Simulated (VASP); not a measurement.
PdRh, 2 atoms in the cell. The structure is trigonal, space group R-3m (No. 166). Conventional cell: a = 2.758 Å, b = 2.758 Å, c = 13.486 Å, α = 90.00°, β = 90.00°, γ = 120.00°. Pd (site symmetry -3m) has 6 Rh at 2.75 Å and 6 Pd at 2.76 Å within 3.6 Å. Rh (site symmetry -3m) has 6 Pd at 2.75 Å and 6 Rh at 2.76 Å within 3.6 Å. 

| Quantity | Value |
| --- | --- |
| Program | VASP 6.6.1 |
| Task | single point |
| Functional | PBEsol |
| Potentials or basis | VASP PAW PBE potentials, release 64 (Pd, Rh_pv) |
| Cutoff | 500 eV |
| k mesh | 6 × 6 × 6 |
| Occupations | gaussian, width 0.1 eV |
| Spin | no spin polarisation |
| Dipole correction | no |
| Further INCAR settings | ALGO = Normal; EDIFF = 1e-06; NBANDS = 20 |

Potentials or basis: VASP PAW PBE potentials, release 64 (Pd, Rh_pv).

Launch:

```bash
$ cat potpaw_PBE.64/Pd/POTCAR potpaw_PBE.64/Rh_pv/POTCAR > POTCAR
$ mpirun -np 1 vasp_std > vasp.out
```

Hardware: 1 thread of AMD EPYC 7R43 64-Core Processor (Zen 3), with other jobs on the host.

Problem. Estimate the wall time of this run.

Solution. It took 56 s on 1 thread of AMD EPYC 7R43 64-Core Processor (Zen 3) (shared host), peak memory 0.17 GiB. Counts: scf iterations 12, k points 32.
